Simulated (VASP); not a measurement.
# ZrS2 (P-3m1) in VASP: relaxation of cell and atoms with r2SCAN

Aim: the relaxation of cell and atoms of ZrS2 with r2SCAN.

Program: VASP 6.6.1. These are calculated values, not measurements. Logs are shortened: lines on timing, memory, paths and dates and some standing lists are left out, and cuts for length are marked.

## Step 1: The cell of the first run

Symmetry: P-3m1, No. 164, trigonal system. The conventional cell has a = 3.630 Å, b = 3.630 Å, c = 5.850 Å, α = 90.00°, β = 90.00°, γ = 120.00°. Within 3.4 Å of Zr (site symmetry -3m) lie 6 S at 2.55 Å. Within 3.4 Å of S (site symmetry 3m) lie 3 Zr at 2.55 Å.

## Step 2: Relaxation of cell and atoms, r2SCAN

POSCAR reads:

```
ZrS2
1.0
    3.6299990406      0.0000000000      0.0000000000
   -1.8149995203      3.1436713848      0.0000000000
    0.0000000000      0.0000000000      5.8500000000
Zr S
1 2
Direct
    0.0000000000      0.0000000000      0.0000000000
    0.3333333333      0.6666666667      0.2492000000
    0.6666666667      0.3333333333      0.7508000000
```

INCAR.step1 reads:

```
PREC = Accurate
ENCUT = 550
ISMEAR = 0
SIGMA = 0.02
LREAL = F
LASPH = T
NELM = 120
GGA = PE
ALGO = Normal
EDIFF = 1E-5
LWAVE = T
LCHARG = F
GGA_COMPAT = F
IBRION = 2
ISIF = 3
EDIFFG = -0.005
NELMIN = 4
NSW = 100
```

INCAR.step2 reads:

```
PREC = Accurate
ENCUT = 550
EDIFF = 1E-7
ISMEAR = 0
SIGMA = 0.02
LREAL = F
LASPH = T
NELM = 120
ALGO = Normal
ISIF = 3
LWAVE = F
LCHARG = F
METAGGA = R2SCAN
LMIXTAU = T
IBRION = 2
NSW = 100
EDIFFG = -0.005
ISTART = 1
GGA_COMPAT = F
NELMIN = 4
```

KPOINTS reads:

```
Automatic mesh
0
Gamma
  12 12 6
```

Potentials or basis: VASP PAW PBE potentials, release 64 (Zr_sv, S).

On the command line:

```
$ cat potpaw_PBE.64/Zr_sv/POTCAR potpaw_PBE.64/S/POTCAR > POTCAR
$ cp INCAR.step1 INCAR
$ mpirun -np 1 vasp_std > vasp.out
$ cp INCAR.step2 INCAR
$ mpirun -np 1 vasp_std > vasp.out
```

OUTCAR:

```text
PREC = Accurate
   ENCUT = 550
   EDIFF = 1E-7
   ISMEAR = 0
   LREAL = F
   LASPH = T
   NELM = 120
   ISIF = 3
   METAGGA = R2SCAN
   IBRION = 2
   NSW = 100
   EDIFFG = -0.005
   ISTART = 1
   NELMIN = 4

 ion  position               nearest neighbor table
   1  0.000  0.000  0.000-   2 2.55   3 2.55   2 2.55   3 2.55   3 2.55   2 2.55
   2  0.333  0.667  0.249-   1 2.55   1 2.55   1 2.55
   3  0.667  0.333  0.751-   1 2.55   1 2.55   1 2.55

  LATTYP: Found a hexagonal cell.
 ALAT       =     3.6299990406
 C/A-ratio  =     1.6115706739

  Lattice vectors:

 A1 = (   3.6299990406,   0.0000000000,   0.0000000000)
 A2 = (  -1.8149995203,   3.1436713848,   0.0000000000)
 A3 = (   0.0000000000,   0.0000000000,   5.8500000000)

Analysis of symmetry for initial positions (statically):
=====================================================================
 Subroutine PRICEL returns:
 Original cell was already a primitive cell.

 Routine SETGRP: Setting up the symmetry group for a
 hexagonal supercell.

 Subroutine GETGRP returns: Found 12 space group operations
 (whereof 12 operations were pure point group operations)
 out of a pool of 24 trial point group operations.

The static configuration has the point symmetry D_3d.

Analysis of symmetry for dynamics (positions and initial velocities):
=====================================================================
 Subroutine PRICEL returns:
 Original cell was already a primitive cell.

 Routine SETGRP: Setting up the symmetry group for a
 hexagonal supercell.

 Subroutine GETGRP returns: Found 12 space group operations
 (whereof 12 operations were pure point group operations)
 out of a pool of 24 trial point group operations.

The dynamic configuration has the point symmetry D_3d.

 Subroutine INISYM returns: Found 12 space group operations
 (whereof 12 operations are pure point group operations),
 and found     1 'primitive' translations

----------------------------------------------------------------------------------------

                                     Primitive cell

  volume of cell :      66.7574

  direct lattice vectors                    reciprocal lattice vectors
     3.629999041  0.000000000  0.000000000     0.275482166  0.159049703  0.000000000
    -1.814999520  3.143671385  0.000000000     0.000000000  0.318099406  0.000000000
     0.000000000  0.000000000  5.850000000     0.000000000  0.000000000  0.170940171

  length of vectors
     3.629999041  3.629999041  5.850000000     0.318099406  0.318099406  0.170940171

[... 100 lines left out ...]
   IMIX   =      4    mixing-type and parameters
     AMIX     =   0.40;   BMIX     =  1.00
     AMIX_MAG =   1.60;   BMIX_MAG =  1.00
  volume/ion in A,a.u.               =      22.25       150.17
  Fermi-wavevector in a.u.,A,eV,Ry     =   1.164069  2.199772 18.436666  1.355057
  Thomas-Fermi vector in A             =   2.300611
   LORBIT       =      0    0 simple, 1 ext, 2 COOP (PROOUT), +10 PAW based schemes
   METAGGA = R2SCAN    functional components
   LHFCALC =     F    Hartree Fock is set to
   AEXX    =    0.0000 exact exchange contribution
   IVDW    =     0    specifies the selected vdW correction
   LEPSILON=     F    determine dielectric tensor
   LRPA    =     F    only Hartree local field effects (RPA)
 conjugate gradient relaxation of ions
 non-spin polarized calculation
 Gauss-broadening in eV      SIGMA  =   0.02
  energy-cutoff  :      550.00
  volume of cell :       66.76
 maximum number of plane-waves:      1972
   NGX = 13   NGY = 13   NGZ = 23

--------------------------------------- Ionic step        1  -------------------------------------------

 number of electron      24.0000002 magnetization

 Free energy of the ion-electron system (eV)
  ---------------------------------------------------
  ext. energy  EPLUGINS =         0.00000000
  ---------------------------------------------------
  free energy    TOTEN  =       -44.12928916 eV

  energy without entropy =      -44.12928916  energy(sigma->0) =      -44.12928916

------------------------ aborting loop because EDIFF is reached ----------------------------------------

  FORCE on cell =-STRESS in cart. coord.  units (eV):
  Direction    XX          YY          ZZ          XY          YZ          ZX
  --------------------------------------------------------------------------------------
  -------------------------------------------------------------------------------------
  Total        1.3437062      1.3437062      0.6253483      0.0000000      0.0000000     -0.0000000
  in kB       32.2489360     32.2489360     15.0083535      0.0000000      0.0000000     -0.0000000
  external PRESSURE =      26.5020752 kB  Pullay stress =       0.0000000 kB
[... 92 lines left out ...]
  FREE ENERGIE OF THE ION-ELECTRON SYSTEM (eV)
  ---------------------------------------------------
  free  energy   TOTEN  =       -44.1448679503 eV

  energy  without entropy=      -44.1448679503  energy(sigma->0) =      -44.14486795

 E-fermi :   4.4250     XC(G=0): -10.0201

 val. band max:        4.3062472757   @ k =   0.0833  -0.0000   0.0000
 cond. band min:       5.5369811911   @ k =   0.5000   0.0000   0.5000
 fundamental gap:      1.2307339155
 Fermi energy:         4.4250398672

 k-point     1 :       0.0000    0.0000    0.0000
  band No.  band energies     occupation
      1     -46.4567      2.00000
      2     -23.8082      2.00000
      3     -23.6564      2.00000
      4     -23.6564      2.00000
      5      -8.9677      2.00000
      6      -7.4338      2.00000
[... 435 lines left out ...]
      5      -8.6487      2.00000
      6      -7.5737      2.00000
[... 8 lines left out ...]
     15       7.4566      0.00000
     16       9.1346      0.00000

 [... further k-points ...]

[... ionic steps 4 to 12 ...]

--------------------------------------- Ionic step       13  -------------------------------------------

 number of electron      24.0000002 magnetization

------------------------ aborting loop because EDIFF is reached ----------------------------------------
[... 69 lines left out ...]
--------------------------------------- Ionic step       15  -------------------------------------------

 number of electron      24.0000001 magnetization

 Free energy of the ion-electron system (eV)
  ---------------------------------------------------
  ext. energy  EPLUGINS =         0.00000000
  ---------------------------------------------------
  free energy    TOTEN  =       -44.16096610 eV

  energy without entropy =      -44.16096610  energy(sigma->0) =      -44.16096610

 E-fermi :   4.0092     XC(G=0):  -9.8003

 val. band max:        3.7898176389   @ k =   0.0833   0.0833   0.0000
 cond. band min:       5.1611295065   @ k =   0.5000   0.0000   0.5000
 fundamental gap:      1.3713118676
 Fermi energy:         4.0091790559

 k-point     1 :       0.0000    0.0000    0.0000
  band No.  band energies     occupation
      1     -46.8232      2.00000
      2     -24.1743      2.00000
      3     -24.0221      2.00000
      4     -24.0221      2.00000
      5      -9.2854      2.00000
      6      -7.8577      2.00000
[... 477 lines left out ...]
  FREE ENERGIE OF THE ION-ELECTRON SYSTEM (eV)
  ---------------------------------------------------
  free  energy   TOTEN  =       -44.1609660988 eV

  energy  without entropy=      -44.1609660988  energy(sigma->0) =      -44.16096610

 reached required accuracy - stopping structural energy minimisation
```

OSZICAR.step1:

```text
N       E                     dE             d eps       ncg     rms          rms(c)
DAV:   1     0.181879503540E+03    0.18188E+03   -0.12502E+04  3200   0.145E+03
DAV:   2    -0.131685748572E+02   -0.19505E+03   -0.19243E+03  4160   0.322E+02
[... 276 lines left out ...]
  37 F= -.21438619E+02 E0= -.21438619E+02  d E =-.706795E-05
       N       E                     dE             d eps       ncg     rms          rms(c)
DAV:   1    -0.214386352346E+02   -0.16881E-04   -0.69318E-04  3392   0.235E-01    0.447E-02
DAV:   2    -0.214386228877E+02    0.12347E-04   -0.40965E-05  3216   0.599E-02    0.150E-02
DAV:   3    -0.214386194660E+02    0.34217E-05   -0.10727E-05  1608   0.263E-02    0.484E-03
DAV:   4    -0.214386203130E+02   -0.84692E-06   -0.27795E-06  1600   0.123E-02
  38 F= -.21438620E+02 E0= -.21438620E+02  d E =-.853335E-05
```

Wall time 50 min (1 thread of Intel Xeon 6975P-C (Granite Rapids), shared host); peak memory 0.3 GiB.

What came out:

* Free energy: -44.1610 eV
* Relaxed volume: 23.93 Å³/atom
* Relaxed cell: a = 3.689 Å, b = 3.689 Å, c = 6.091 Å, α = 90.00°, β = 90.00°, γ = 120.00°
* Space group after relaxing (to 0.1 Å): P-3m1 (No. 164)
* Energy gained by relaxing: 10.6 meV/atom
* Ionic steps: 15
* Pressure after relaxing: 0.0 GPa
* Band gap on the k mesh: 1.37 eV (least direct gap 2.01 eV)

The path:
```tsv
step	energy change (eV)	largest force (eV/Å)	pressure (GPa)	volume (Å³)
1	0.0000	0.0102	2.65	66.76
2	0.0003	0.5518	-2.65	70.37
3	-0.0156	0.2792	-0.12	68.52
4	-0.0214	0.1604	0.01	68.84
5	-0.0229	0.0547	0.12	69.13
6	-0.0250	0.0410	0.13	69.43
7	-0.0294	0.0008	0.17	70.30
8	-0.0311	0.0762	0.38	72.05
9	-0.0236	0.2263	-1.68	74.00
10	-0.0314	0.0236	0.02	72.38
11	-0.0315	0.0134	0.00	72.28
12	-0.0316	0.0119	-0.04	72.05
13	-0.0316	0.0055	0.01	71.95
14	-0.0316	0.0034	0.07	71.82
15	-0.0317	0.0012	0.02	71.79
```

Final structure:
```cif
data_structure
_symmetry_space_group_name_H-M 'P 1'
_symmetry_Int_Tables_number 1
_cell_length_a 3.6889
_cell_length_b 3.6889
_cell_length_c 6.0914
_cell_angle_alpha 90.000
_cell_angle_beta 90.000
_cell_angle_gamma 120.000
_cell_volume 71.79
loop_
_atom_site_label
_atom_site_type_symbol
_atom_site_fract_x
_atom_site_fract_y
_atom_site_fract_z
_atom_site_occupancy
Zr1 Zr 0.00000 0.00000 0.00000 1
S1 S 0.33333 0.66667 0.23604 1
S2 S 0.66667 0.33333 0.76396 1
```

Caveat: the PAW data sets were made with another functional, which shifts forces and pressure a little.
